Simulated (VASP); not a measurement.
# RbBr in VASP: further runs

RbBr is run at these levels: PBEsol; tasks: single point.

All numbers are computed with VASP 6.6.1; they aren't measurements. Logs are shortened: lines on timing, memory, paths and dates and some standing lists are left out, and cuts for length are marked.

**1. The cell of the first run**

The structure is tetragonal, space group P4mm (No. 99). Conventional cell: a = 4.070 Å, b = 4.070 Å, c = 4.070 Å, α = 90.00°, β = 90.00°, γ = 90.00°. Within 4.1 Å of Rb (site symmetry 4mm) lie 8 Br at 3.12 to 4.07 Å and 6 Rb at 4.07 Å. Within 4.1 Å of Br (site symmetry 4mm) lie 8 Rb at 3.12 to 4.07 Å and 6 Br at 4.07 Å.

**2. Single point, PBEsol**

Input file INCAR:

```
PREC = Accurate
ENCUT = 520
EDIFF = 1E-6
ISMEAR = 0
SIGMA = 0.05
LREAL = False
LASPH = True
NELM = 80
ALGO = Normal
ISIF = 2
LWAVE = False
LCHARG = False
GGA = PS
NBANDS = 15
```

Input file KPOINTS:

```
regular mesh
0
Gamma
  6 6 6
```

Input file POSCAR:

```
RbBr
1.0
    4.0701688540      0.0000000000      0.0000000000
    0.0000000000      4.0701688540      0.0000000000
    0.0000000000      0.0000000000      4.0701688540
Rb Br
1 1
Direct
   -0.0992287032      0.0000000000      0.0000000000
    0.6061381027      0.5000000000      0.5000000000
```

Potentials or basis: VASP PAW PBE potentials, release 64 (Rb_sv, Br).

Started as:

```console
cat potpaw_PBE.64/Rb_sv/POTCAR potpaw_PBE.64/Br/POTCAR > POTCAR
mpirun -np 1 vasp_std > vasp.out
```

OUTCAR:

```text
PREC = Accurate
   ENCUT = 520
   EDIFF = 1E-6
   ISMEAR = 0
   LREAL = False
   LASPH = True
   NELM = 80
   ISIF = 2
   GGA = PS

 ion  position               nearest neighbor table
   1  0.901  0.000  0.000-   2 3.12   2 3.12   2 3.12   2 3.12   2 4.07   2 4.07   2 4.07   2 4.07

   2  0.606  0.500  0.500-   1 3.12   1 3.12   1 3.12   1 3.12   1 4.07   1 4.07   1 4.07   1 4.07

  LATTYP: Found a simple cubic cell.
 ALAT       =     4.0701688540

  Lattice vectors:

 A1 = (   4.0701688540,   0.0000000000,   0.0000000000)
 A2 = (   0.0000000000,   4.0701688540,   0.0000000000)
 A3 = (   0.0000000000,   0.0000000000,   4.0701688540)

Analysis of symmetry for initial positions (statically):
=====================================================================
 Subroutine PRICEL returns:
 Original cell was already a primitive cell.

 Routine SETGRP: Setting up the symmetry group for a
 simple cubic supercell.

 Subroutine GETGRP returns: Found  8 space group operations
 (whereof  8 operations were pure point group operations)
 out of a pool of 48 trial point group operations.

The static configuration has the point symmetry C_4v.

Analysis of symmetry for dynamics (positions and initial velocities):
=====================================================================
 Subroutine PRICEL returns:
 Original cell was already a primitive cell.

 Routine SETGRP: Setting up the symmetry group for a
 simple cubic supercell.

 Subroutine GETGRP returns: Found  8 space group operations
 (whereof  8 operations were pure point group operations)
 out of a pool of 48 trial point group operations.

The dynamic configuration has the point symmetry C_4v.

 Subroutine INISYM returns: Found  8 space group operations
 (whereof  8 operations are pure point group operations),
 and found     1 'primitive' translations

----------------------------------------------------------------------------------------

                                     Primitive cell

  volume of cell :      67.4275

  direct lattice vectors                    reciprocal lattice vectors
     4.070168854  0.000000000  0.000000000     0.245690053  0.000000000  0.000000000
     0.000000000  4.070168854  0.000000000     0.000000000  0.245690053  0.000000000
     0.000000000  0.000000000  4.070168854     0.000000000  0.000000000  0.245690053

  length of vectors
     4.070168854  4.070168854  4.070168854     0.245690053  0.245690053  0.245690053

  position of ions in fractional coordinates (direct lattice)
     0.900771297  0.000000000  0.000000000
     0.606138103  0.500000000  0.500000000

  ion indices of the primitive-cell ions
   primitive index   ion index
                 1           1
                 2           2

----------------------------------------------------------------------------------------

 KPOINTS: regular mesh

Automatic generation of k-mesh.
 Grid dimensions read from file:
 generate k-points for:    6    6    6

 Generating k-lattice:

  Cartesian coordinates                     Fractional coordinates (reciprocal lattice)
     0.040948342  0.000000000  0.000000000     0.166666667  0.000000000  0.000000000
     0.000000000  0.040948342  0.000000000     0.000000000  0.166666667  0.000000000
     0.000000000  0.000000000  0.040948342     0.000000000  0.000000000  0.166666667

  Length of vectors
     0.040948342  0.040948342  0.040948342

  Shift w.r.t. Gamma in fractional coordinates (k-lattice)
     0.000000000  0.000000000  0.000000000

 Subroutine IBZKPT returns following result:
 ===========================================

 Found     40 irreducible k-points:

 Following reciprocal coordinates:
            Coordinates               Weight
  0.000000  0.000000  0.000000      1.000000
  0.166667  0.000000  0.000000      2.000000
  0.000000  0.166667  0.000000      4.000000
  0.333333  0.000000  0.000000      2.000000
  0.000000  0.333333  0.000000      4.000000
  0.500000  0.000000  0.000000      1.000000
[... 16 lines left out ...]
  0.166667  0.166667  0.166667      8.000000
  0.333333  0.166667  0.166667      8.000000
 [... further k-points ...]
   k-points           NKPTS =     40   k-points in BZ     NKDIM =     40   number of bands    NBANDS=     15
   number of dos      NEDOS =    301   number of ions     NIONS =      2
   total plane-waves  NPLWV =  27000
   dimension x,y,z NGX =    30 NGY =   30 NGZ =   30
   dimension x,y,z NGXF=    60 NGYF=   60 NGZF=   60
   ions per type =               1   1
   NGX,Y,Z   is equivalent  to a cutoff of  12.25, 12.25, 12.25 a.u.
   NGXF,Y,Z  is equivalent  to a cutoff of  24.51, 24.51, 24.51 a.u.
 SYSTEM =  unknown system
   PREC   = accura    normal or accurate (medium, high low for compatibility)
   ISTART =      0    job   : 0-new  1-cont  2-samecut
   ICHARG =      2    charge: 1-file 2-atom 10-const
   ISPIN  =      1    spin polarized calculation?
   LNONCOLLINEAR =      F non collinear calculations
[... 28 lines left out ...]
   LORBIT       =      0    0 simple, 1 ext, 2 COOP (PROOUT), +10 PAW based schemes
   GGA     = PS    functional components
   LHFCALC =     F    Hartree Fock is set to
   AEXX    =    0.0000 exact exchange contribution
   IVDW    =     0    specifies the selected vdW correction
   LEPSILON=     F    determine dielectric tensor
   LRPA    =     F    only Hartree local field effects (RPA)
 non-spin polarized calculation
 Gauss-broadening in eV      SIGMA  =   0.05
  energy-cutoff  :      520.00
  volume of cell :       67.43
 maximum number of plane-waves:      1856
   NGX = 15   NGY = 15   NGZ = 15

 number of electron      16.0000000 magnetization

 Free energy of the ion-electron system (eV)
  ---------------------------------------------------
  ext. energy  EPLUGINS =         0.00000000
  ---------------------------------------------------
  free energy    TOTEN  =        -5.97784925 eV

  energy without entropy =       -5.97784925  energy(sigma->0) =       -5.97784925

 E-fermi :  -0.3699     XC(G=0):  -8.1814

 val. band max:       -0.5982260644   @ k =   0.0000   0.5000   0.1667
 cond. band min:       3.4454639440   @ k =   0.0000   0.0000   0.0000
 fundamental gap:      4.0436900084
 Fermi energy:        -0.3698908888

 k-point     1 :       0.0000    0.0000    0.0000
  band No.  band energies     occupation
      1     -25.3777      2.00000
      2     -13.4041      2.00000
      3      -9.4314      2.00000
      4      -9.4314      2.00000
      5      -9.3521      2.00000
      6      -1.0021      2.00000
      7      -0.7933      2.00000
      8      -0.7933      2.00000
      9       3.4455      0.00000
     10       4.6040      0.00000
     11       6.3603      0.00000
     12       8.9225      0.00000
     13       9.7454      0.00000
     14      10.0492      0.00000
     15      10.0492      0.00000

 k-point     2 :       0.1667    0.0000    0.0000
  band No.  band energies     occupation
      1     -25.3714      2.00000
      2     -13.3934      2.00000
      3      -9.4207      2.00000
      4      -9.4184      2.00000
      5      -9.4184      2.00000
      6      -1.4231      2.00000
      7      -0.7994      2.00000
      8      -0.7994      2.00000
      9       4.0978      0.00000
     10       4.7770      0.00000
     11       6.9356      0.00000
     12       9.0286      0.00000
     13       9.4555      0.00000
     14       9.4555      0.00000
     15       9.8822      0.00000

 k-point     3 :       0.0000    0.1667    0.0000
  band No.  band energies     occupation
      1     -25.3700      2.00000
      2     -13.4284      2.00000
      3      -9.4811      2.00000
      4      -9.4078      2.00000
      5      -9.3040      2.00000
      6      -1.3130      2.00000
      7      -0.9160      2.00000
      8      -0.8853      2.00000
      9       4.0455      0.00000
     10       5.2023      0.00000
     11       6.2047      0.00000
     12       8.7729      0.00000
     13       8.8522      0.00000
     14      10.2965      0.00000
     15      10.6105      0.00000
[... 343 lines left out ...]
 k-point    23 :       0.1667    0.1667    0.1667
  band No.  band energies     occupation
      1     -25.3566      2.00000
      2     -13.4061      2.00000
      3      -9.5249      2.00000
      4      -9.5049      2.00000
      5      -9.2766      2.00000
      6      -1.4728      2.00000
      7      -1.1755      2.00000
      8      -1.0832      2.00000
      9       4.9314      0.00000
     10       5.8453      0.00000
     11       6.6931      0.00000
     12       8.1785      0.00000
     13       8.6137      0.00000
     14       9.5376      0.00000
     15      10.9419      0.00000

 k-point    24 :       0.3333    0.1667    0.1667
  band No.  band energies     occupation
      1     -25.3445      2.00000
      2     -13.3608      2.00000
      3      -9.6525      2.00000
      4      -9.4936      2.00000
      5      -9.2970      2.00000
      6      -1.8771      2.00000
      7      -1.2265      2.00000
      8      -1.1087      2.00000
      9       5.9522      0.00000
     10       6.1088      0.00000
     11       7.3406      0.00000
     12       7.7847      0.00000
     13       7.7900      0.00000
     14       9.6753      0.00000
     15      11.1681      0.00000

 [... further k-points ...]
[... 5 lines left out ...]
  --------------------------------------------------------------------------------------
  -------------------------------------------------------------------------------------
  Total        0.7981881      2.0257867      2.0257867      0.0000000     -0.0000000      0.0000000
  in kB       18.9661235     48.1356687     48.1356687      0.0000000     -0.0000000      0.0000000
  external PRESSURE =      38.4124870 kB  Pullay stress =       0.0000000 kB

 VOLUME and BASIS-vectors are now :
 -----------------------------------------------------------------------------
  energy-cutoff  :      520.00
  volume of cell :       67.43
      direct lattice vectors                 reciprocal lattice vectors
     4.070168854  0.000000000  0.000000000     0.245690053  0.000000000  0.000000000
     0.000000000  4.070168854  0.000000000     0.000000000  0.245690053  0.000000000
     0.000000000  0.000000000  4.070168854     0.000000000  0.000000000  0.245690053

 POSITION                                       TOTAL-FORCE (eV/Angst)
 -----------------------------------------------------------------------------------
      3.66629      0.00000      0.00000         0.785683     -0.000000      0.000000
      2.46708      2.03508      2.03508        -0.785683      0.000000     -0.000000
 -----------------------------------------------------------------------------------
    total drift:                                0.000286      0.000000      0.000001

  FREE ENERGIE OF THE ION-ELECTRON SYSTEM (eV)
  ---------------------------------------------------
  free  energy   TOTEN  =        -5.9778492455 eV

  energy  without entropy=       -5.9778492455  energy(sigma->0) =       -5.97784925
```

Wall time 21 s (1 thread of Intel Xeon Platinum 8375C at 2.90GHz (Ice Lake), shared host); peak memory 0.19 GiB.

Results:

```
Free energy            : -5.9778 eV
Pressure               : 3.8 GPa
Largest force          : 0.786 eV/Å
Band gap on the k mesh : 4.04 eV, indirect (least direct gap 4.24 eV)
```

Forces on the atoms (eV/Å):
```
Rb   0.786  0.000  0.000
Br  -0.786  0.000  0.000
```

Stress tensor (GPa, compression positive):
```
1.90 0.00 0.00
0.00 4.81 0.00
0.00 0.00 4.81
```

Caveat: the PAW data sets were made with another functional, which shifts forces and pressure a little.

**3. Single point, PBEsol**

Input file INCAR:

```
ALGO = Normal ; EDIFF = 1E-7
ENCUT = 520 ; GGA = PS
ISIF = 2 ; ISMEAR = 0
LASPH = True ; LCHARG = False
LREAL = False ; LWAVE = False
NBANDS = 15 ; NELM = 60
PREC = Accurate ; SIGMA = 0.05
```

Input file KPOINTS:

```
k-points
0
Gamma
  6 6 6
```

Input file POSCAR:

```
RbBr
1.0
    4.0701688540      0.0000000000      0.0000000000
    0.0000000000      4.0701688540      0.0000000000
    0.0000000000      0.0000000000      4.0701688540
Rb Br
1 1
Direct
   -0.0595372219      0.0000000000      0.0000000000
    0.5636828616      0.5000000000      0.5000000000
```

Potentials or basis: VASP PAW PBE potentials, release 64 (Rb_sv, Br).

Started as:

```console
cat potpaw_PBE.64/Rb_sv/POTCAR potpaw_PBE.64/Br/POTCAR > POTCAR
mpirun -np 1 vasp_std > vasp.out
```

Wall time 23 s (1 thread of Intel Xeon Platinum 8375C at 2.90GHz (Ice Lake), shared host); peak memory 0.19 GiB.

It converged, with:

```
Free energy            : -6.1876 eV
Pressure               : 1.5 GPa
Largest force          : 0.463 eV/Å
Band gap on the k mesh : 4.10 eV, indirect (least direct gap 4.24 eV)
```

Forces in eV/Å, atoms in the order of the input:
```
Rb   0.463  0.000  0.000
Br  -0.463  0.000  0.000
```

Stress tensor (GPa, compression positive):
```
0.96 0.00 0.00
0.00 1.77 0.00
0.00 0.00 1.77
```

Levels at points of the mesh, in eV from the valence-band top:
```csv
k point,band 6,band 7,band 8,band 9,band 10,band 11
"(0.00, 0.00, 0.00)",-0.24,-0.14,-0.14,4.10,5.37,6.05
"(0.50, 0.00, 0.00)",-1.80,-0.21,-0.21,6.51,7.28,8.01
"(0.00, 0.50, 0.00)",-1.80,-0.33,-0.11,6.56,6.90,7.73
"(0.50, 0.50, 0.00)",-1.13,-1.07,-0.10,5.34,6.22,8.04
"(0.00, 0.50, 0.50)",-1.04,-1.04,0.00,5.38,6.57,8.11
"(0.50, 0.50, 0.50)",-1.40,-1.34,-1.34,7.60,7.60,8.48
```

Caveat: the PAW data sets were made with another functional, which shifts forces and pressure a little. As with any semilocal functional, this PBEsol gap is likely too small.

**4. Single point, PBEsol**

Input file INCAR:

```
SYSTEM = RbBr
ALGO     = Normal         ! electronic algorithm
EDIFF    = 1E-6           ! SCF threshold, eV
ENCUT    = 520            ! plane-wave cutoff, eV
GGA      = PS             ! functional
ISIF     = 2              ! what is computed and relaxed
ISMEAR   = 0              ! smearing method
LASPH    = .True.         ! aspherical terms in the spheres
LCHARG   = .False.        ! write CHGCAR
LREAL    = .False.        ! projectors in reciprocal space
LWAVE    = .False.        ! write WAVECAR
NBANDS   = 15             ! bands
NELM     = 80             ! most SCF steps
PREC     = Accurate       ! precision mode
SIGMA    = 0.05           ! smearing width, eV
```

Input file KPOINTS:

```
k-points
0
Gamma
  6 6 6
  0 0 0
```

Input file POSCAR:

```
RbBr
1.0
    4.0701688540      0.0000000000      0.0000000000
    0.0000000000      4.0701688540      0.0000000000
    0.0000000000      0.0000000000      4.0701688540
Rb Br
1 1
Direct
   -0.0198457406      0.0000000000      0.0000000000
    0.5212276205      0.5000000000      0.5000000000
```

Started as:

```console
cat potpaw_PBE.64/Rb_sv/POTCAR potpaw_PBE.64/Br/POTCAR > POTCAR
mpirun -np 1 vasp_std > vasp.out
```

Wall time 21 s (1 thread of Intel Xeon Platinum 8375C at 2.90GHz (Ice Lake), shared host); peak memory 0.18 GiB.

Results (log left out):

| Quantity | Value |
| --- | --- |
| Free energy | -6.2887 eV |
| Pressure | 0.2 GPa |
| Largest force | 0.147 eV/Å |
| Band gap on the k mesh | 4.05 eV, indirect (least direct gap 4.20 eV) |

Forces in eV/Å, atoms in the order of the input:
```
Rb   0.147  0.000  0.000
Br  -0.147  0.000  0.000
```

Levels at points of the mesh, in eV from the valence-band top:
```
           k point  band 6  band 7  band 8  band 9  band 10  band 11
(0.00, 0.00, 0.00)   -0.17   -0.16   -0.16    4.05     5.40     5.48
(0.50, 0.00, 0.00)   -1.87   -0.25   -0.25    6.75     7.14     7.79
(0.00, 0.50, 0.00)   -1.87   -0.26   -0.24    6.77     7.10     7.74
(0.50, 0.50, 0.00)   -1.12   -1.11   -0.01    5.21     6.13     7.93
(0.00, 0.50, 0.50)   -1.11   -1.11    0.00    5.21     6.17     7.94
(0.50, 0.50, 0.50)   -1.46   -1.46   -1.46    8.12     8.12     8.26
```

Caveat: the PAW data sets were made with another functional, which shifts forces and pressure a little.

**5. Single point, PBEsol**

Input file INCAR:

```
PREC = Accurate ; ENCUT = 520
EDIFF = 1E-7 ; ISMEAR = 0
SIGMA = 0.05 ; LREAL = F
LASPH = T ; NELM = 80
ALGO = Normal ; ISIF = 2
LWAVE = F ; LCHARG = T
GGA = PS ; LELF = T
LVHAR = T ; NBANDS = 15
```

Input file KPOINTS:

```
regular mesh
0
Gamma
  6 6 6
```

Input file POSCAR:

```
RbBr
1.0
    4.0701688540      0.0000000000      0.0000000000
    0.0000000000      4.0701688540      0.0000000000
    0.0000000000      0.0000000000      4.0701688540
Rb Br
1 1
Direct
   -0.0793829626      0.0000000000      0.0000000000
    0.5849104822      0.5000000000      0.5000000000
```

Started as:

```console
cat potpaw_PBE.64/Rb_sv/POTCAR potpaw_PBE.64/Br/POTCAR > POTCAR
mpirun -np 1 vasp_std > vasp.out
```

Run time: 23 s. Hardware: 1 thread of Intel Xeon Platinum 8375C at 2.90GHz (Ice Lake), shared host; peak memory 0.18 GiB.

The run converged. Its results:

- Free energy: -6.0963 eV
- Pressure: 2.6 GPa
- Largest force: 0.629 eV/Å
- Band gap on the k mesh: 4.10 eV, indirect (least direct gap 4.25 eV)

Forces on the atoms (eV/Å):
```
Rb   0.629  0.000  0.000
Br  -0.629  0.000  0.000
```

Stress tensor (GPa, compression positive):
```
1.46 0.00 0.00
0.00 3.10 0.00
0.00 0.00 3.10
```

Levels at points of the mesh, in eV from the valence-band top:
| k point | band 6 | band 7 | band 8 | band 9 | band 10 | band 11 |
| --- | --- | --- | --- | --- | --- | --- |
| (0.00, 0.00, 0.00) | -0.30 | -0.15 | -0.15 | 4.10 | 5.32 | 6.48 |
| (0.50, 0.00, 0.00) | -1.77 | -0.20 | -0.20 | 6.34 | 7.36 | 8.12 |
| (0.00, 0.50, 0.00) | -1.79 | -0.41 | -0.05 | 6.36 | 6.72 | 7.81 |
| (0.50, 0.50, 0.00) | -1.17 | -1.08 | -0.20 | 5.42 | 6.28 | 8.11 |
| (0.00, 0.50, 0.50) | -0.99 | -0.99 | -0.02 | 5.50 | 6.86 | 8.21 |
| (0.50, 0.50, 0.50) | -1.37 | -1.26 | -1.26 | 7.28 | 7.28 | 8.63 |

Caveat: the PAW data sets were made with another functional, which shifts forces and pressure a little.

**6. Single point, PBEsol**

This run uses another cell than the first one, of 31.07 Å³/atom, 0.922 times its volume.

Input file INCAR:

```
SYSTEM = RbBr
PREC = Accurate
ENCUT = 520
EDIFF = 1E-6
ISMEAR = 0
SIGMA = 0.05
LREAL = .FALSE.
LASPH = .TRUE.
NELM = 80
ALGO = Normal
ISIF = 2
LWAVE = .FALSE.
LCHARG = .FALSE.
GGA = PS
NBANDS = 15
```

Input file KPOINTS:

```
regular mesh
0
G
  6 6 6
  0 0 0
```

Input file POSCAR:

```
RbBr
1.0
    3.9073620998      0.0000000000      0.0000000000
    0.0000000000      3.9073620998      0.0000000000
    0.0000000000      0.0000000000      4.0701688540
Rb Br
1 1
Direct
   -0.0198457406      0.0000000000      0.0000000000
    0.5212276205      0.5000000000      0.5000000000
```

Potentials or basis: VASP PAW PBE potentials, release 64 (Rb_sv, Br).

Started as:

```console
cat potpaw_PBE.64/Rb_sv/POTCAR potpaw_PBE.64/Br/POTCAR > POTCAR
mpirun -np 1 vasp_std > vasp.out
```

Run time: 33 s. Hardware: 1 thread of Intel Xeon Platinum 8375C at 2.90GHz (Ice Lake), shared host; peak memory 0.2 GiB.

Results (log left out):

```yaml
Free_energy: -6.2468 eV
Pressure: 2.0 GPa
Largest_force: 0.218 eV/Å
Band_gap_on_the_k_mesh: 4.25 eV, indirect (least direct gap 4.40 eV)
```

Forces in eV/Å, atoms in the order of the input:
```
Rb   0.218  0.000  0.000
Br  -0.218  0.000  0.000
```

Stress tensor (GPa, compression positive):
```
2.38 0.00 0.00
0.00 2.52 0.00
0.00 0.00 1.21
```

Levels at points of the mesh, in eV from the valence-band top:
| k point | band 6 | band 7 | band 8 | band 9 | band 10 | band 11 |
| --- | --- | --- | --- | --- | --- | --- |
| (0.00, 0.00, 0.00) | -0.37 | -0.17 | -0.15 | 4.25 | 5.14 | 5.34 |
| (0.50, 0.00, 0.00) | -2.19 | -0.54 | -0.25 | 6.66 | 7.49 | 8.27 |
| (0.00, 0.50, 0.00) | -2.19 | -0.56 | -0.24 | 6.68 | 7.45 | 8.23 |
| (0.50, 0.50, 0.00) | -1.30 | -1.30 | -0.22 | 5.18 | 5.88 | 7.60 |
| (0.00, 0.00, 0.50) | -2.16 | -0.32 | -0.30 | 6.60 | 7.38 | 7.90 |
| (0.50, 0.00, 0.50) | -1.33 | -1.22 | -0.01 | 5.11 | 6.22 | 7.97 |
| (0.00, 0.50, 0.50) | -1.33 | -1.21 | 0.00 | 5.11 | 6.27 | 7.98 |
| (0.50, 0.50, 0.50) | -1.79 | -1.78 | -1.71 | 8.19 | 8.37 | 8.56 |

Caveat: the PAW data sets were made with another functional, which shifts forces and pressure a little. A k mesh can miss the band edges.
